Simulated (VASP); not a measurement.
# Mg (P6/mmm) in VASP: notebook

Mg is run at these levels: PBE; tasks: single point.

All numbers are computed with VASP 6.6.1; they aren't measurements. Logs are shortened: lines on timing, memory, paths and dates and some standing lists are left out, and cuts for length are marked.

### 1 The cell of the first run

The structure is hexagonal, space group P6/mmm (No. 191). The conventional cell has a = 3.939 Å, b = 3.939 Å, c = 2.340 Å, α = 90.00°, β = 90.00°, γ = 120.00°. Within 3.1 Å of Mg (site symmetry 6/mmm) lie 14 Mg at 2.34 to 2.56 Å. Mg (site symmetry -6m2) has 11 Mg at 2.27 to 2.56 Å within 3.0 Å.

### 2 Single point, PBE

The input, INCAR:

```
SYSTEM = Mg
  ALGO = Normal
  EDIFF = 1E-6
  ENCUT = 520
  GGA = PE
  ISIF = 2
  ISMEAR = -1
  LASPH = .True.
  LCHARG = .True.
  LELF = .True.
  LREAL = .False.
  LVHAR = .True.
  LWAVE = .False.
  NBANDS = 10
  NELM = 60
  PREC = Accurate
  SIGMA = 0.08
```

The input, KPOINTS:

```
k-points
0
Gamma
  7 7 10
  0 0 0
```

The input, POSCAR:

```
Mg
1.0
    3.9385436642      0.0000000000      0.0000000000
   -1.9692718321      3.4108788671      0.0000000000
    0.0000000000      0.0000000000      2.3404964106
Mg
3
Direct
    0.0000000000      0.0000000000      0.0000000000
    0.3333333333      0.6666666667      0.5000000000
    0.6666666667      0.3333333333      0.5000000000
```

Potentials or basis: VASP PAW PBE potentials, release 64 (Mg).

Launch:

```
cat potpaw_PBE.64/Mg/POTCAR > POTCAR
mpirun -np 1 vasp_std > vasp.out
```

OUTCAR:

```text
SYSTEM = Mg
   EDIFF = 1E-6
   ENCUT = 520
   GGA = PE
   ISIF = 2
   ISMEAR = -1
   LASPH = .True.
   LREAL = .False.
   NELM = 60
   PREC = Accurate

 ion  position               nearest neighbor table
   1  0.000  0.000  0.000-   2 2.56   3 2.56   2 2.56   3 2.56   2 2.56   2 2.56   3 2.56   3 2.56
                             3 2.56   3 2.56   2 2.56   2 2.56
   2  0.333  0.667  0.500-   3 2.27   3 2.27   3 2.27   1 2.56   1 2.56   1 2.56   1 2.56   1 2.56
                             1 2.56   3 3.26   3 3.26   3 3.26   3 3.26   3 3.26   3 3.26
   3  0.667  0.333  0.500-   2 2.27   2 2.27   2 2.27   1 2.56   1 2.56   1 2.56   1 2.56   1 2.56
                             1 2.56   2 3.26   2 3.26   2 3.26   2 3.26   2 3.26   2 3.26

  LATTYP: Found a hexagonal cell.
 ALAT       =     3.9385436642
 C/A-ratio  =     0.5942542752

  Lattice vectors:

 A1 = (   3.9385436642,   0.0000000000,   0.0000000000)
 A2 = (  -1.9692718321,   3.4108788671,   0.0000000000)
 A3 = (   0.0000000000,   0.0000000000,   2.3404964106)

Analysis of symmetry for initial positions (statically):
=====================================================================
 Subroutine PRICEL returns:
 Original cell was already a primitive cell.

 Routine SETGRP: Setting up the symmetry group for a
 hexagonal supercell.

 Subroutine GETGRP returns: Found 24 space group operations
 (whereof 24 operations were pure point group operations)
 out of a pool of 24 trial point group operations.

The static configuration has the point symmetry D_6h.

Analysis of symmetry for dynamics (positions and initial velocities):
=====================================================================
 Subroutine PRICEL returns:
 Original cell was already a primitive cell.

 Routine SETGRP: Setting up the symmetry group for a
 hexagonal supercell.

 Subroutine GETGRP returns: Found 24 space group operations
 (whereof 24 operations were pure point group operations)
 out of a pool of 24 trial point group operations.

The dynamic configuration has the point symmetry D_6h.

 Subroutine INISYM returns: Found 24 space group operations
 (whereof 24 operations are pure point group operations),
 and found     1 'primitive' translations

----------------------------------------------------------------------------------------

                                     Primitive cell

  volume of cell :      31.4420

  direct lattice vectors                    reciprocal lattice vectors
[... 96 lines left out ...]
   ISYM   =      2    0-nonsym 1-usesym 2-fastsym
   POTIM  = 0.5000    time-step for ionic-motion
   TEBEG  =    0.0;   TEEND  =   0.0 temperature during run
   PSTRESS=    0.0 pullay stress
   NELECT =       6.0000    total number of electrons
   NUPDOWN=      -1.0000    fix difference up-down
   EMIN   =  10.00;   EMAX   =-10.00  energy-range for DOS
   EFERMI =   0.00;   METHOD = LEGACY
   ISMEAR =    -1;   SIGMA  =   0.08  broadening in eV -4-tet -1-fermi 0-gaus
   EFERMI_NEDOS =   21; number of points for ismear=-14 and -15
   IALGO  =     38    algorithm
   IMIX   =      4    mixing-type and parameters
     AMIX     =   0.40;   BMIX     =  1.00
     AMIX_MAG =   1.60;   BMIX_MAG =  1.00
  volume/ion in A,a.u.               =      10.48        70.73
  Fermi-wavevector in a.u.,A,eV,Ry     =   0.942516  1.781096 12.086543  0.888336
  Thomas-Fermi vector in A             =   2.070133
   LORBIT       =      0    0 simple, 1 ext, 2 COOP (PROOUT), +10 PAW based schemes
   GGA     = PE    functional components
   LHFCALC =     F    Hartree Fock is set to
   AEXX    =    0.0000 exact exchange contribution
   IVDW    =     0    specifies the selected vdW correction
   LEPSILON=     F    determine dielectric tensor
   LRPA    =     F    only Hartree local field effects (RPA)
 non-spin polarized calculation
  energy-cutoff  :      520.00
  volume of cell :       31.44
 maximum number of plane-waves:       879
 NGX is ok and might be reduce to    30

 number of electron       6.0000000 magnetization

 Free energy of the ion-electron system (eV)
  ---------------------------------------------------
  ext. energy  EPLUGINS =         0.00000000
  ---------------------------------------------------
  free energy    TOTEN  =         3.62557667 eV

  energy without entropy =        3.64145818  energy(sigma->0) =        3.63351742

 E-fermi :   8.4989     XC(G=0): -11.3264

 val. band max:        8.4553923476   @ k =   0.0000   0.0000   0.1000
 cond. band min:       8.5245821884   @ k =   0.1429   0.0000   0.0000
 fundamental gap:      0.0691898408
 Fermi energy:         8.4988537013

 k-point     1 :       0.0000    0.0000    0.0000
  band No.  band energies     occupation
      1      -2.5038      2.00000
      2       8.2366      1.92734
      3       8.2366      1.92734
      4       8.2441      1.92048
      5       8.2441      1.92048
      6      11.7875      0.00000
      7      12.8059      0.00000
      8      23.5551      0.00000
      9      23.6024      0.00000
     10      28.2121      0.00000
[... 287 lines left out ...]
 k-point    24 :       0.2857    0.2857    0.2000
  band No.  band energies     occupation
      1       1.6411      2.00000
      2       3.2987      2.00000
      3       3.3262      2.00000
      4      12.4623      0.00000
      5      12.8668      0.00000
      6      15.2419      0.00000
      7      16.5577      0.00000
      8      17.7111      0.00000
      9      18.4237      0.00000
     10      22.7017      0.00000

 [... further k-points ...]

------------------------ aborting loop because EDIFF is reached ----------------------------------------

  FORCE on cell =-STRESS in cart. coord.  units (eV):
  Direction    XX          YY          ZZ          XY          YZ          ZX
  --------------------------------------------------------------------------------------
  -------------------------------------------------------------------------------------
  Total       25.4034018     25.4034018     25.3486012      0.0000000      0.0000000      0.0000000
  in kB     1294.4715793   1294.4715793   1291.6791255      0.0000000      0.0000000      0.0000000
  external PRESSURE =    1293.5407614 kB  Pullay stress =       0.0000000 kB

 VOLUME and BASIS-vectors are now :
 -----------------------------------------------------------------------------
  energy-cutoff  :      520.00
  volume of cell :       31.44
      direct lattice vectors                 reciprocal lattice vectors
     3.938543664  0.000000000  0.000000000     0.253900956  0.146589785  0.000000000
    -1.969271832  3.410878867  0.000000000     0.000000000  0.293179570  0.000000000
     0.000000000  0.000000000  2.340496411     0.000000000  0.000000000  0.427259788

 POSITION                                       TOTAL-FORCE (eV/Angst)
 -----------------------------------------------------------------------------------
      0.00000      0.00000      0.00000        -0.000000      0.000000      0.000000
     -0.00000      2.27392      1.17025         0.000000     -0.000000      0.000000
      1.96927      1.13696      1.17025        -0.000000      0.000000      0.000000
 -----------------------------------------------------------------------------------
    total drift:                                0.000000     -0.000000     -0.000000

  FREE ENERGIE OF THE ION-ELECTRON SYSTEM (eV)
  ---------------------------------------------------
  free  energy   TOTEN  =         3.6255766683 eV

  energy  without entropy=        3.6414581798  energy(sigma->0) =        3.63351742
```

It took 12 s on 1 thread of Intel Xeon Platinum 8259CL at 2.50GHz (Skylake/Cascade Lake), shared host; peak memory 0.14 GiB.

What came out:

- Free energy: 3.6256 eV
- Pressure: 129.4 GPa
- Band gap on the k mesh: zero (band 3 reaches 12.59 eV, above the bottom of band 4 at 7.46 eV)

Levels at points of the mesh, in eV from the Fermi level:
```csv
k point,band 1,band 2,band 3,band 4,band 5,band 6
"(0.00, 0.00, 0.00)",-11.00,-0.26,-0.26,-0.25,-0.25,3.29
"(0.00, 0.00, 0.50)",-4.73,-4.26,4.09,4.09,4.24,4.24
```

### 3 Single point, PBE

The input, INCAR:

```
PREC = Accurate
ENCUT = 520
EDIFF = 1E-6
ISMEAR = -1
SIGMA = 0.08
LREAL = False
LASPH = True
NELM = 60
ALGO = Normal
ISIF = 2
LWAVE = False
LCHARG = True
GGA = PE
LELF = True
LVHAR = True
NBANDS = 10
```

The input, KPOINTS:

```
Automatic mesh
0
Gamma
  7 7 10
```

POSCAR is that of step 2.

Potentials or basis: VASP PAW PBE potentials, release 64 (Mg).

Launch:

```
cat potpaw_PBE.64/Mg/POTCAR > POTCAR
mpirun -np 1 vasp_std > vasp.out
```

It took 12 s on 1 thread of Intel Xeon Platinum 8259CL at 2.50GHz (Skylake/Cascade Lake), shared host; peak memory 0.14 GiB.

Results (log left out):

```yaml
Free_energy: 3.6256 eV
Pressure: 129.4 GPa
Band_gap_on_the_k_mesh: zero (band 3 reaches 12.59 eV, above the bottom of band 4 at 7.46 eV)
```

Stress tensor (GPa, compression positive):
```
129.45   0.00   0.00
  0.00 129.45   0.00
  0.00   0.00 129.17
```

Levels at points of the mesh, in eV from the Fermi level:
| k point | band 1 | band 2 | band 3 | band 4 | band 5 | band 6 |
| --- | --- | --- | --- | --- | --- | --- |
| (0.00, 0.00, 0.00) | -11.00 | -0.26 | -0.26 | -0.25 | -0.25 | 3.29 |
| (0.00, 0.00, 0.50) | -4.73 | -4.26 | 4.09 | 4.09 | 4.24 | 4.24 |

### 4 Single point, PBE

This run uses another cell than the first one, of 12.11 Å³/atom, 1.156 times its volume.

The input, INCAR:

```
ALGO = Normal ; EDIFF = 1E-6
ENCUT = 520 ; GGA = PE
ISIF = 2 ; ISMEAR = -1
LASPH = True ; LCHARG = True
LELF = True ; LREAL = False
LVHAR = True ; LWAVE = False
NBANDS = 10 ; NELM = 100
PREC = Accurate ; SIGMA = 0.08
```

The input, KPOINTS:

```
k-points
0
Gamma
  7 7 10
```

The input, POSCAR:

```
Mg
1.0
    4.1285329179      0.0000000000      0.0000000000
   -2.0642664590      3.5754143873      0.0000000000
    0.0000000000      0.0000000000      2.4613798167
Mg
3
Direct
    0.0000000000      0.0000000000      0.0000000000
    0.3333333333      0.6666666667      0.5000000000
    0.6666666667      0.3333333333      0.5000000000
```

Launch:

```
cat potpaw_PBE.64/Mg/POTCAR > POTCAR
mpirun -np 1 vasp_std > vasp.out
```

Run time: 10 s. Hardware: 1 thread of Intel Xeon Platinum 8259CL at 2.50GHz (Skylake/Cascade Lake), shared host; peak memory 0.15 GiB.

Results (log left out):

- Free energy: 0.4955 eV
- Pressure: 80.1 GPa
- Band gap on the k mesh: zero (band 3 reaches 11.29 eV, above the bottom of band 4 at 6.11 eV)

Stress tensor (GPa, compression positive):
```
80.12  0.00  0.00
 0.00 80.12  0.00
 0.00  0.00 79.98
```

Levels at points of the mesh, in eV from the Fermi level:
| k point | band 1 | band 2 | band 3 | band 4 | band 5 | band 6 | band 7 |
| --- | --- | --- | --- | --- | --- | --- | --- |
| (0.00, 0.00, 0.00) | -10.18 | -0.19 | -0.19 | -0.17 | -0.17 | 2.93 | 3.61 |
| (0.00, 0.00, 0.50) | -4.40 | -4.10 | 4.18 | 4.18 | 4.23 | 4.23 | 5.94 |

### 5 Single point, PBE

The input, INCAR:

```
SYSTEM = Mg
ALGO = Normal ; EDIFF = 1E-6
ENCUT = 520 ; GGA = PE
ISIF = 2 ; ISMEAR = -1
LASPH = .TRUE. ; LCHARG = .FALSE.
LREAL = .FALSE. ; LWAVE = .FALSE.
NBANDS = 10 ; NELM = 80
PREC = Accurate ; SIGMA = 0.08
```

The input, KPOINTS:

```
k-points
0
G
  7 7 10
  0 0 0
```

POSCAR is that of step 4.

Launch:

```
cat potpaw_PBE.64/Mg/POTCAR > POTCAR
mpirun -np 1 vasp_std > vasp.out
```

Wall time 10 s (1 thread of Intel Xeon Platinum 8259CL at 2.50GHz (Skylake/Cascade Lake), shared host); peak memory 0.15 GiB.

Results (log left out):

```
Free energy            : 0.4955 eV
Pressure               : 80.1 GPa
Band gap on the k mesh : zero (band 3 reaches 11.29 eV, above the bottom of band 4 at 6.11 eV)
```

Stress tensor (GPa, compression positive):
```
80.12  0.00  0.00
 0.00 80.12  0.00
 0.00  0.00 79.98
```

Levels at points of the mesh, in eV from the Fermi level:
| k point | band 1 | band 2 | band 3 | band 4 | band 5 | band 6 | band 7 |
| --- | --- | --- | --- | --- | --- | --- | --- |
| (0.00, 0.00, 0.00) | -10.18 | -0.19 | -0.19 | -0.17 | -0.17 | 2.93 | 3.61 |
| (0.00, 0.00, 0.50) | -4.40 | -4.10 | 4.18 | 4.18 | 4.23 | 4.23 | 5.94 |
